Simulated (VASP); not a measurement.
# C (C2/m) in VASP: notebook, part 2 of 2

VASP 6.6.1.

## Step 5: Relaxation of shape and atoms at fixed volume, PBE+D3(BJ) (volume scaled by 0.88)

INCAR

```
SYSTEM = C
  PREC = Accurate
  ENCUT = 600
  EDIFF = 1E-7
  ISMEAR = 0
  SIGMA = 0.02
  LREAL = .FALSE.
  LASPH = .TRUE.
  NELM = 120
  ALGO = Normal
  ISIF = 4
  LWAVE = .FALSE.
  LCHARG = .FALSE.
  GGA = PE
  IVDW = 12
  IBRION = 2
  NSW = 50
  EDIFFG = -0.01
  GGA_COMPAT = .FALSE.
  NELMIN = 4
```

KPOINTS

```
regular mesh
0
G
  14 14 8
  0 0 0
```

POSCAR

```
C
1.0
    2.1033625962     -1.2143039901     -0.0123330008
    2.1033625962      1.2143039901     -0.0123330008
   -1.3850830520      0.0000000000      3.0664909166
C
2
Direct
    0.8334466634      0.8334466634      0.0003626469
    0.1665533366      0.1665533366      0.9996373531
```

Potentials or basis: VASP PAW PBE potentials, release 64 (C).

Run with:

```sh
> cat potpaw_PBE.64/C/POTCAR > POTCAR
> mpirun -np 1 vasp_std > vasp.out
```

OUTCAR:

```text
SYSTEM = C
   PREC = Accurate
   ENCUT = 600
   EDIFF = 1E-7
   ISMEAR = 0
   LREAL = .FALSE.
   LASPH = .TRUE.
   NELM = 120
   ISIF = 4
   GGA = PE
   IVDW = 12
   IBRION = 2
   NSW = 50
   EDIFFG = -0.01
   NELMIN = 4
 IVDW          = 12

 ion  position               nearest neighbor table
   1  0.833  0.833  0.000-   2 1.40   2 1.40   2 1.40
   2  0.167  0.167  1.000-   1 1.40   1 1.40   1 1.40

  LATTYP: Found a base centered monoclinic cell.
 ALAT       =     4.2067975059
 B/A-ratio  =     0.5773056528
 C/A-ratio  =     0.7998463107
 COS(beta)  =    -0.4169765711

  Lattice vectors:

 A1 = (   2.1033625962,  -1.2143039901,  -0.0123330008)
 A2 = (   2.1033625962,   1.2143039901,  -0.0123330008)
 A3 = (  -1.3850830520,   0.0000000000,   3.0664909166)

Analysis of symmetry for initial positions (statically):
=====================================================================
 Subroutine PRICEL returns:
 Original cell was already a primitive cell.

 Routine SETGRP: Setting up the symmetry group for a
 base centered monoclinic supercell.

 Subroutine GETGRP returns: Found  4 space group operations
 (whereof  4 operations were pure point group operations)
 out of a pool of  4 trial point group operations.

The static configuration has the point symmetry C_2h.

Analysis of symmetry for dynamics (positions and initial velocities):
=====================================================================
 Subroutine PRICEL returns:
 Original cell was already a primitive cell.

 Routine SETGRP: Setting up the symmetry group for a
 base centered monoclinic supercell.

 Subroutine GETGRP returns: Found  4 space group operations
 (whereof  4 operations were pure point group operations)
 out of a pool of  4 trial point group operations.

The dynamic configuration has the point symmetry C_2h.

 Subroutine INISYM returns: Found  4 space group operations
 (whereof  4 operations are pure point group operations),
 and found     1 'primitive' translations

----------------------------------------------------------------------------------------
[... 102 lines left out ...]
   TEBEG  =    0.0;   TEEND  =   0.0 temperature during run
   PSTRESS=    0.0 pullay stress
   NELECT =       8.0000    total number of electrons
   NUPDOWN=      -1.0000    fix difference up-down
   EMIN   =  10.00;   EMAX   =-10.00  energy-range for DOS
   EFERMI =   0.00;   METHOD = LEGACY
   ISMEAR =     0;   SIGMA  =   0.02  broadening in eV -4-tet -1-fermi 0-gaus
   EFERMI_NEDOS =   21; number of points for ismear=-14 and -15
   IALGO  =     38    algorithm
   IMIX   =      4    mixing-type and parameters
     AMIX     =   0.40;   BMIX     =  1.00
     AMIX_MAG =   1.60;   BMIX_MAG =  1.00
  volume/ion in A,a.u.               =       7.81        52.71
  Fermi-wavevector in a.u.,A,eV,Ry     =   1.309738  2.475045 23.339608  1.715413
  Thomas-Fermi vector in A             =   2.440316
   LORBIT       =      0    0 simple, 1 ext, 2 COOP (PROOUT), +10 PAW based schemes
   GGA     = PE    functional components
   LHFCALC =     F    Hartree Fock is set to
   AEXX    =    0.0000 exact exchange contribution
   IVDW    =    12    specifies the selected vdW correction
   LEPSILON=     F    determine dielectric tensor
   LRPA    =     F    only Hartree local field effects (RPA)
 conjugate gradient relaxation of ions
 non-spin polarized calculation
 Gauss-broadening in eV      SIGMA  =   0.02
  energy-cutoff  :      600.00
  volume of cell :       15.62
 maximum number of plane-waves:       534
   NGX =  9   NGY =  9   NGZ = 13

--------------------------------------- Ionic step        1  -------------------------------------------

 number of electron       8.0000000 magnetization

 Free energy of the ion-electron system (eV)
  ---------------------------------------------------
  ext. energy  EPLUGINS =         0.00000000
  ---------------------------------------------------
  free energy    TOTEN  =       -18.33379490 eV

  energy without entropy =      -18.33379490  energy(sigma->0) =      -18.33379490

------------------------ aborting loop because EDIFF is reached ----------------------------------------

 Edisp (eV)   -0.34649

 E8    (eV) :    -0.0993
[... 271 lines left out ...]
--------------------------------------- Ionic step        8  -------------------------------------------

 number of electron       8.0000000 magnetization

 Free energy of the ion-electron system (eV)
  ---------------------------------------------------
  ext. energy  EPLUGINS =         0.00000000
  ---------------------------------------------------
  free energy    TOTEN  =       -18.34112241 eV

  energy without entropy =      -18.34112241  energy(sigma->0) =      -18.34112241

 E-fermi :   5.9323     XC(G=0): -11.1271

 val. band max:        5.8435520190   @ k =  -0.3571   0.3571   0.5000
 cond. band min:       6.0146114876   @ k =  -0.3571   0.3571   0.5000
 fundamental gap:      0.1710594685
 Fermi energy:         5.9323206166

 k-point     1 :       0.0000    0.0000    0.0000
  band No.  band energies     occupation
      1     -14.1313      2.00000
      2      -0.0318      2.00000
      3       2.8682      2.00000
      4       2.8734      2.00000
      5      11.2579      0.00000
      6      14.3422      0.00000
      7      14.3577      0.00000
      8      17.2269      0.00000
[... 243 lines left out ...]
 k-point    24 :       0.2857    0.1429    0.0000
  band No.  band energies     occupation
      1     -12.5489      2.00000
      2      -1.0010      2.00000
      3       0.1884      2.00000
      4       0.8390      2.00000
      5      13.0625      0.00000
      6      14.1392      0.00000
      7      15.7273      0.00000
      8      17.3587      0.00000

 [... further k-points ...]

------------------------ aborting loop because EDIFF is reached ----------------------------------------

 Edisp (eV)   -0.35521

 E8    (eV) :    -0.1020
[... 25 lines left out ...]
  FREE ENERGIE OF THE ION-ELECTRON SYSTEM (eV)
  ---------------------------------------------------
  free  energy   TOTEN  =       -18.6963356420 eV

  energy  without entropy=      -18.6963356420  energy(sigma->0) =      -18.69633564

 reached required accuracy - stopping structural energy minimisation
```

OSZICAR:

```text
N       E                     dE             d eps       ncg     rms          rms(c)
DAV:   1     0.975739929134E+00    0.97574E+00   -0.48358E+03  6992   0.102E+03
DAV:   2    -0.194128029396E+02   -0.20389E+02   -0.19427E+02 10168   0.121E+02
DAV:   3    -0.196382583012E+02   -0.22546E+00   -0.22546E+00  8352   0.149E+01
DAV:   4    -0.196389437967E+02   -0.68550E-03   -0.68550E-03 11392   0.803E-01
[... 52 lines left out ...]
       N       E                     dE             d eps       ncg     rms          rms(c)
DAV:   1    -0.183411281787E+02    0.70613E-04   -0.11666E-03  7272   0.332E-01    0.118E-02
DAV:   2    -0.183411243060E+02    0.38727E-05   -0.11662E-05 10464   0.360E-02    0.666E-03
DAV:   3    -0.183411224108E+02    0.18952E-05   -0.59231E-06 10064   0.192E-02    0.124E-03
DAV:   4    -0.183411224071E+02    0.37528E-08   -0.12561E-07  7000   0.384E-03
   8 F= -.18696336E+02 E0= -.18696336E+02  d E =-.239645E-05
```

CONTCAR:

```text
C
   1.00000000000000
     2.1238790639294267   -1.2259103096274397   -0.0125324816449151
     2.1238790639294267    1.2259103096274397   -0.0125324816449151
    -1.3992221842781520    0.0000000000000000    3.0084069877739390
  C
     2
Direct
     0.8334970539056218    0.8334970539056218    0.0005741658421159
     0.1665029460943782    0.1665029460943782    0.9994258341578840

  0.00000000E+00  0.00000000E+00  0.00000000E+00
  0.00000000E+00  0.00000000E+00  0.00000000E+00
```

Run time: 5.4 min. Hardware: 1 thread of Intel Xeon 8259CL, shared host; peak memory 0.18 GiB.

What came out:

```yaml
Free_energy: -18.6963 eV
Energy_gained_by_relaxing: 8.0 meV/atom
Ionic_steps: 8
Pressure_after_relaxing: 7.7 GPa
Band_gap_on_the_k_mesh: 0.17 eV, direct
Dispersion_energy_per_atom: -0.178 eV
```

Step by step:
```csv
step,energy change (eV),largest force (eV/Å),pressure (GPa),volume (Å³)
1,0.0000,0.0041,17.25,15.62
2,-0.0132,0.0260,3.93,15.62
3,-0.0160,0.0169,7.73,15.62
4,-0.0160,0.0173,7.56,15.62
5,-0.0160,0.0313,7.79,15.62
6,-0.0160,0.0135,7.68,15.62
7,-0.0160,0.0362,7.83,15.62
8,-0.0160,0.0006,7.73,15.62
```

Final structure:
```
C
1.0
     2.12388   -1.22591   -0.01253
     2.12388    1.22591   -0.01253
    -1.39922    0.00000    3.00841
C
2
Direct
  0.83350 0.83350 0.00057
  0.16650 0.16650 0.99943
```

Caveat: the cell differs from its parent crystal (volume scaled by 0.88). A k mesh can miss the band edges.

## Step 6: Relaxation of shape and atoms at fixed volume, PBE+D3(BJ) (volume scaled by 0.91)

INCAR

```
SYSTEM = C
PREC = Accurate
ENCUT = 600
EDIFF = 1E-7
ISMEAR = 0
SIGMA = 0.02
LREAL = .FALSE.
LASPH = .TRUE.
NELM = 120
ALGO = Normal
ISIF = 4
LWAVE = .FALSE.
LCHARG = .FALSE.
GGA = PE
IVDW = 12
IBRION = 2
NSW = 50
EDIFFG = -0.01
GGA_COMPAT = .FALSE.
NELMIN = 4
```

KPOINTS

```
Automatic mesh
0
G
  14 14 8
  0 0 0
```

POSCAR

```
C
1.0
    2.1073289514     -1.2166507800     -0.0118081089
    2.1073289514      1.2166507800     -0.0118081089
   -1.3863910269      0.0000000000      3.1583590460
C
2
Direct
    0.8334118104      0.8334118104      0.0002428965
    0.1665881896      0.1665881896      0.9997571035
```

Potentials or basis: VASP PAW PBE potentials, release 64 (C).

Run with:

```sh
> cat potpaw_PBE.64/C/POTCAR > POTCAR
> mpirun -np 1 vasp_std > vasp.out
```

It took 4.1 min on 1 thread of Intel Xeon 8259CL, shared host; peak memory 0.18 GiB.

The run converged. Its results:

```yaml
Free_energy: -18.7182 eV
Energy_gained_by_relaxing: 7.8 meV/atom
Ionic_steps: 6
Pressure_after_relaxing: 4.7 GPa
Largest_force_after_relaxing: 0.006 eV/Å
Band_gap_on_the_k_mesh: 0.33 eV, direct
Dispersion_energy_per_atom: -0.172 eV
```

Forces on the atoms (eV/Å):
```
C    0.006  0.000 -0.001
C   -0.006  0.000  0.001
```

The path:
```csv
step,energy change (eV),largest force (eV/Å),pressure (GPa),volume (Å³)
1,0.0000,0.0030,13.95,16.16
2,-0.0134,0.0149,1.43,16.16
3,-0.0156,0.0108,4.71,16.16
4,-0.0156,0.0110,4.55,16.16
5,-0.0156,0.0110,4.76,16.16
6,-0.0156,0.0063,4.70,16.16
```

Final structure:
```
C
1.0
     2.12783   -1.22837   -0.01197
     2.12783    1.22837   -0.01197
    -1.40046    0.00000    3.09836
C
2
Direct
  0.83344 0.83344 0.00039
  0.16656 0.16656 0.99961
```

Levels at points of the mesh, in eV from the valence-band top:
```tsv
k point	band 1	band 2	band 3	band 4	band 5	band 6	band 7	band 8
(0.00, 0.00, 0.00)	-19.78	-5.99	-2.90	-2.90	5.15	8.54	8.55	11.45
(0.50, 0.00, 0.00)	-14.32	-13.29	-6.27	-1.72	2.20	7.93	12.51	13.42
(0.50, 0.50, 0.00)	-14.11	-13.13	-6.39	-2.85	1.26	7.23	14.09	16.72
(0.00, 0.00, 0.50)	-19.23	-8.91	-2.94	-2.94	8.44	8.45	11.85	12.63
(0.50, 0.00, 0.50)	-14.11	-13.13	-6.39	-2.85	1.26	7.23	14.09	16.73
(0.50, 0.50, 0.50)	-14.32	-13.28	-6.27	-1.73	2.20	7.93	12.51	13.42
```

Caveat: the cell differs from its parent crystal (volume scaled by 0.91). A k mesh can miss the band edges.

## Step 7: Overview

```csv
task,cell,gap on the mesh (eV),pressure (GPa)
single point,"a = 2.467, b = 2.467, c = 3.750 Å, angles 109.2, 109.2, 60.0°, 2 atoms",0.77,-0.8
single point,"a = 2.468, b = 2.468, c = 3.841 Å, angles 108.7, 108.7, 60.0°, 2 atoms",0.85,-1.3
single point,"a = 2.469, b = 2.469, c = 3.964 Å, angles 108.1, 108.1, 60.0°, 2 atoms",0.93,-1.7
relaxation of shape and atoms at fixed volume,"relaxed from a = 2.429, b = 2.429, c = 3.365 Å, angles 111.2, 111.2, 60.0°, 2 atoms",0.17,7.7
relaxation of shape and atoms at fixed volume,"relaxed from a = 2.433, b = 2.433, c = 3.449 Å, angles 110.6, 110.6, 60.0°, 2 atoms",0.33,4.7
```

Alike in all rows: level PBE+D3(BJ); potentials or basis VASP PAW PBE potentials, release 64 (C); no spin polarisation; k mesh 14 × 14 × 8; cutoff (eV) 600; smearing gaussian 0.02 eV.

Absolute energies hang on the potentials; compare differences alone.
